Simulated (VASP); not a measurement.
# Mo (Im-3m) in VASP: a series of runs

Mo is run at these levels: PBE; tasks: single point.

All numbers are computed with VASP 6.6.1; they aren't measurements. Logs are shortened: lines on timing, memory, paths and dates and some standing lists are left out, and cuts for length are marked.

**1. The cell of the first run**

The structure is cubic, space group Im-3m (No. 229). Conventional cell: a = 3.163 Å, b = 3.163 Å, c = 3.163 Å, α = 90.00°, β = 90.00°, γ = 90.00°. Mo (site symmetry m-3m) has 14 Mo at 2.74 to 3.16 Å within 3.6 Å.

**2. Single point, PBE**

Input file INCAR:

```
PREC = Accurate
ENCUT = 500
EDIFF = 1E-6
ISMEAR = 0
SIGMA = 0.1
LREAL = False
LASPH = True
NELM = 120
ALGO = Normal
ISIF = 2
LWAVE = False
LCHARG = False
GGA = PE
NBANDS = 13
GGA_COMPAT = False
```

Input file KPOINTS:

```
regular mesh
0
Gamma
  8 8 8
```

Input file POSCAR:

```
Mo
1.0
   -1.5815890473      1.5815890473      1.5815890473
    1.5815890473     -1.5815890473      1.5815890473
    1.5815890473      1.5815890473     -1.5815890473
Mo
1
Direct
    0.0000000000      0.0000000000      0.0000000000
```

Potentials or basis: VASP PAW PBE potentials, release 64 (Mo_sv).

Started as:

```sh
cat potpaw_PBE.64/Mo_sv/POTCAR > POTCAR
mpirun -np 1 vasp_std > vasp.out
```

OUTCAR:

```text
PREC = Accurate
   ENCUT = 500
   EDIFF = 1E-6
   ISMEAR = 0
   LREAL = False
   LASPH = True
   NELM = 120
   ISIF = 2
   GGA = PE

 ion  position               nearest neighbor table
   1  0.000  0.000  0.000-

  LATTYP: Found a body centered cubic cell.
 ALAT       =     3.1631780946

  Lattice vectors:

 A1 = (  -1.5815890473,   1.5815890473,   1.5815890473)
 A2 = (   1.5815890473,  -1.5815890473,   1.5815890473)
 A3 = (   1.5815890473,   1.5815890473,  -1.5815890473)

Analysis of symmetry for initial positions (statically):
=====================================================================
 Subroutine PRICEL returns:
 Original cell was already a primitive cell.

 Routine SETGRP: Setting up the symmetry group for a
 body centered cubic supercell.

 Subroutine GETGRP returns: Found 48 space group operations
 (whereof 48 operations were pure point group operations)
 out of a pool of 48 trial point group operations.

The static configuration has the point symmetry O_h .

Analysis of symmetry for dynamics (positions and initial velocities):
=====================================================================
 Subroutine PRICEL returns:
 Original cell was already a primitive cell.

 Routine SETGRP: Setting up the symmetry group for a
 body centered cubic supercell.

 Subroutine GETGRP returns: Found 48 space group operations
 (whereof 48 operations were pure point group operations)
 out of a pool of 48 trial point group operations.

The dynamic configuration has the point symmetry O_h .

 Subroutine INISYM returns: Found 48 space group operations
 (whereof 48 operations are pure point group operations),
 and found     1 'primitive' translations

----------------------------------------------------------------------------------------

                                     Primitive cell

  volume of cell :      15.8249

  direct lattice vectors                    reciprocal lattice vectors
    -1.581589047  1.581589047  1.581589047     0.000000000  0.316137748  0.316137748
     1.581589047 -1.581589047  1.581589047     0.316137748  0.000000000  0.316137748
     1.581589047  1.581589047 -1.581589047     0.316137748  0.316137748  0.000000000

  length of vectors
     2.739392587  2.739392587  2.739392587     0.447086291  0.447086291  0.447086291

  position of ions in fractional coordinates (direct lattice)
     0.000000000  0.000000000  0.000000000

  ion indices of the primitive-cell ions
   primitive index   ion index
                 1           1

----------------------------------------------------------------------------------------

 KPOINTS: regular mesh

Automatic generation of k-mesh.
 Grid dimensions read from file:
 generate k-points for:    8    8    8

 Generating k-lattice:

  Cartesian coordinates                     Fractional coordinates (reciprocal lattice)
     0.000000000  0.039517219  0.039517219     0.125000000  0.000000000  0.000000000
     0.039517219  0.000000000  0.039517219     0.000000000  0.125000000  0.000000000
     0.039517219  0.039517219  0.000000000     0.000000000  0.000000000  0.125000000

  Length of vectors
     0.055885786  0.055885786  0.055885786

  Shift w.r.t. Gamma in fractional coordinates (k-lattice)
     0.000000000  0.000000000  0.000000000

 Subroutine IBZKPT returns following result:
 ===========================================

 Found     29 irreducible k-points:

 Following reciprocal coordinates:
            Coordinates               Weight
  0.000000  0.000000  0.000000      1.000000
  0.125000  0.000000  0.000000     12.000000
  0.250000  0.000000  0.000000     12.000000
  0.375000  0.000000  0.000000     12.000000
  0.500000  0.000000  0.000000      6.000000
  0.125000  0.125000  0.000000     24.000000
[... 16 lines left out ...]
 -0.250000  0.250000  0.250000      6.000000
 -0.375000  0.375000  0.250000     24.000000
 [... further k-points ...]
   k-points           NKPTS =     29   k-points in BZ     NKDIM =     29   number of bands    NBANDS=     13
   number of dos      NEDOS =    301   number of ions     NIONS =      1
   total plane-waves  NPLWV =   8000
   dimension x,y,z NGX =    20 NGY =   20 NGZ =   20
   dimension x,y,z NGXF=    40 NGYF=   40 NGZF=   40
   ions per type =               1
   NGX,Y,Z   is equivalent  to a cutoff of  12.14, 12.14, 12.14 a.u.
   NGXF,Y,Z  is equivalent  to a cutoff of  24.27, 24.27, 24.27 a.u.
 SYSTEM =  unknown system
   PREC   = accura    normal or accurate (medium, high low for compatibility)
   ISTART =      0    job   : 0-new  1-cont  2-samecut
   ICHARG =      2    charge: 1-file 2-atom 10-const
   ISPIN  =      1    spin polarized calculation?
   LNONCOLLINEAR =      F non collinear calculations
   LSORBIT =      F    spin-orbit coupling
   LASPH  =      T    aspherical Exc in radial PAW
   ENCUT  =  500.0 eV  36.75 Ry    6.06 a.u.   4.99  4.99  4.99*2*pi/ulx,y,z
   NELM   =    120;   NELMIN=  2; NELMDL= -5     # of ELM steps
   EDIFF  = 0.1E-05   stopping-criterion for ELM
   LREAL  =      F    real-space projection
[... 7 lines left out ...]
   TEBEG  =    0.0;   TEEND  =   0.0 temperature during run
   PSTRESS=    0.0 pullay stress
   NELECT =      14.0000    total number of electrons
   NUPDOWN=      -1.0000    fix difference up-down
   EMIN   =  10.00;   EMAX   =-10.00  energy-range for DOS
   EFERMI =   0.00;   METHOD = LEGACY
   ISMEAR =     0;   SIGMA  =   0.10  broadening in eV -4-tet -1-fermi 0-gaus
   EFERMI_NEDOS =   21; number of points for ismear=-14 and -15
   IALGO  =     38    algorithm
   IMIX   =      4    mixing-type and parameters
     AMIX     =   0.40;   BMIX     =  1.00
     AMIX_MAG =   1.60;   BMIX_MAG =  1.00
  volume/ion in A,a.u.               =      15.82       106.79
  Fermi-wavevector in a.u.,A,eV,Ry     =   1.571583  2.969860 33.604645  2.469872
  Thomas-Fermi vector in A             =   2.673145
   LORBIT       =      0    0 simple, 1 ext, 2 COOP (PROOUT), +10 PAW based schemes
   GGA     = PE    functional components
   LHFCALC =     F    Hartree Fock is set to
   AEXX    =    0.0000 exact exchange contribution
   IVDW    =     0    specifies the selected vdW correction
   LEPSILON=     F    determine dielectric tensor
   LRPA    =     F    only Hartree local field effects (RPA)
 non-spin polarized calculation
 Gauss-broadening in eV      SIGMA  =   0.10
  energy-cutoff  :      500.00
  volume of cell :       15.82
 maximum number of plane-waves:       420
   NGX =  9   NGY =  9   NGZ =  9

 number of electron      14.0000004 magnetization

 Free energy of the ion-electron system (eV)
  ---------------------------------------------------
  ext. energy  EPLUGINS =         0.00000000
  ---------------------------------------------------
  free energy    TOTEN  =       -10.91526613 eV

  energy without entropy =      -10.91100418  energy(sigma->0) =      -10.91313516

 E-fermi :  12.2722     XC(G=0): -13.3230

 val. band max:       12.2663493186   @ k =  -0.2500   0.2500   0.1250
 cond. band min:      12.3741047996   @ k =   0.3750   0.0000   0.0000
 fundamental gap:      0.1077554810
 Fermi energy:        12.2722104379

 k-point     1 :       0.0000    0.0000    0.0000
  band No.  band energies     occupation
      1     -48.8935      2.00000
      2     -22.1870      2.00000
      3     -22.1870      2.00000
      4     -22.1870      2.00000
      5       5.2014      2.00000
      6      11.0504      2.00000
      7      11.0504      2.00000
      8      11.0504      2.00000
      9      14.0308      0.00000
     10      14.0308      0.00000
     11      27.2096      0.00000
     12      27.2096      0.00000
     13      27.2096      0.00000

 k-point     2 :       0.1250    0.0000    0.0000
  band No.  band energies     occupation
      1     -48.8574      2.00000
      2     -22.3960      2.00000
      3     -22.2519      2.00000
      4     -22.1885      2.00000
      5       5.8529      2.00000
      6      10.6935      2.00000
      7      10.9620      2.00000
      8      11.6800      2.00000
      9      13.6063      0.00000
     10      14.0490      0.00000
     11      27.6122      0.00000
     12      28.3099      0.00000
     13      28.3286      0.00000

 k-point     3 :       0.2500    0.0000    0.0000
  band No.  band energies     occupation
      1     -48.7691      2.00000
      2     -22.8826      2.00000
      3     -22.4058      2.00000
      4     -22.1922      2.00000
      5       7.1612      2.00000
      6       9.9383      2.00000
      7      10.8474      2.00000
      8      13.4268      0.00000
      9      13.5092      0.00000
     10      14.1882      0.00000
     11      27.1554      0.00000
     12      28.4380      0.00000
     13      31.2947      0.00000
[... 305 lines left out ...]
 k-point    23 :      -0.2500    0.2500    0.2500
  band No.  band energies     occupation
      1     -48.6624      2.00000
      2     -22.9081      2.00000
      3     -22.6434      2.00000
      4     -22.6434      2.00000
      5       8.6681      2.00000
      6       9.7779      2.00000
      7      11.7799      2.00000
      8      11.7799      2.00000
      9      13.2494      0.00000
     10      15.7580      0.00000
     11      27.5288      0.00000
     12      30.5319      0.00000
     13      30.8362      0.00000

 k-point    24 :      -0.3750    0.3750    0.2500
  band No.  band energies     occupation
      1     -48.5858      2.00000
      2     -23.1870      2.00000
      3     -22.8059      2.00000
      4     -22.6831      2.00000
      5       8.5180      2.00000
      6       9.0709      2.00000
      7      11.7751      2.00000
      8      12.5973      0.00000
      9      15.2280      0.00000
     10      17.3107      0.00000
     11      26.0472      0.00000
     12      28.0645      0.00000
     13      29.1566      0.00000

 [... further k-points ...]
[... 5 lines left out ...]
  --------------------------------------------------------------------------------------
  -------------------------------------------------------------------------------------
  Total        0.0529877      0.0529877      0.0529877     -0.0000000     -0.0000000      0.0000000
  in kB        5.3646951      5.3646951      5.3646951     -0.0000000     -0.0000000      0.0000000
  external PRESSURE =       5.3646951 kB  Pullay stress =       0.0000000 kB

 VOLUME and BASIS-vectors are now :
 -----------------------------------------------------------------------------
  energy-cutoff  :      500.00
  volume of cell :       15.82
      direct lattice vectors                 reciprocal lattice vectors
    -1.581589047  1.581589047  1.581589047     0.000000000  0.316137748  0.316137748
     1.581589047 -1.581589047  1.581589047     0.316137748  0.000000000  0.316137748
     1.581589047  1.581589047 -1.581589047     0.316137748  0.316137748  0.000000000

 POSITION                                       TOTAL-FORCE (eV/Angst)
 -----------------------------------------------------------------------------------
      0.00000      0.00000      0.00000         0.000000     -0.000000     -0.000000
 -----------------------------------------------------------------------------------
    total drift:                                0.000000     -0.000000     -0.000000

  FREE ENERGIE OF THE ION-ELECTRON SYSTEM (eV)
  ---------------------------------------------------
  free  energy   TOTEN  =       -10.9152661345 eV

  energy  without entropy=      -10.9110041762  energy(sigma->0) =      -10.91313516
```

It took 8.3 s on 1 thread of AMD EPYC 7R13, shared host; peak memory 0.12 GiB.

What came out:

- Free energy: -10.9153 eV
- Pressure: 0.5 GPa
- Band gap on the k mesh: zero (bands 7 and 8 overlap by 5.25 eV)

Levels at points of the mesh, in eV from the Fermi level:
| k point | band 4 | band 5 | band 6 | band 7 | band 8 | band 9 | band 10 | band 11 |
| --- | --- | --- | --- | --- | --- | --- | --- | --- |
| (0.00, 0.00, 0.00) | -34.46 | -7.07 | -1.22 | -1.22 | -1.22 | 1.76 | 1.76 | 14.94 |
| (0.50, 0.00, 0.00) | -34.47 | -5.13 | -3.22 | 1.70 | 1.78 | 2.40 | 4.77 | 11.58 |
| (0.50, 0.50, 0.50) | -35.39 | -5.22 | -5.22 | 4.03 | 4.03 | 4.03 | 9.09 | 9.09 |

**3. Single point, PBE**

This run uses another cell than the first one, of 15.78 Å³/atom.

Input file INCAR:

```
ALGO = Normal ; EDIFF = 1E-6
ENCUT = 500 ; GGA = PE
GGA_COMPAT = F ; ISIF = 2
ISMEAR = 0 ; LASPH = T
LCHARG = F ; LREAL = F
LWAVE = F ; NBANDS = 13
NELM = 120 ; PREC = Accurate
SIGMA = 0.1
```

Input file KPOINTS:

```
k-points
0
Gamma
  18 18 18
```

Input file POSCAR:

```
Mo
1.0
   -1.5802005317      1.5802005317      1.5802005317
    1.5802005317     -1.5802005317      1.5802005317
    1.5802005317      1.5802005317     -1.5802005317
Mo
1
Direct
    0.0000000000      0.0000000000      0.0000000000
```

Potentials or basis: VASP PAW PBE potentials, release 64 (Mo_sv).

Started as:

```sh
cat potpaw_PBE.64/Mo_sv/POTCAR > POTCAR
mpirun -np 1 vasp_std > vasp.out
```

Run time: 42 s. Hardware: 1 thread of AMD EPYC 7R13, shared host; peak memory 0.15 GiB.

Results (log left out):

* Free energy: -10.9349 eV
* Pressure: 0.5 GPa
* Band gap on the k mesh: zero (bands 7 and 8 overlap by 5.27 eV)

Levels at points of the mesh, in eV from the Fermi level:
```tsv
k point	band 3	band 4	band 5	band 6	band 7	band 8	band 9	band 10	band 11	band 12
(0.00, 0.00, 0.00)	-34.59	-34.59	-7.22	-1.36	-1.36	-1.36	1.63	1.63	14.80	14.80
(0.50, 0.00, 0.00)	-35.02	-34.60	-5.28	-3.37	1.57	1.65	2.27	4.66	11.48	11.92
(0.50, 0.50, 0.50)	-35.52	-35.52	-5.38	-5.38	3.91	3.91	3.91	8.97	8.97	8.97
```

The gap in the log of VASP goes by the Fermi energy; the results here count the filled bands.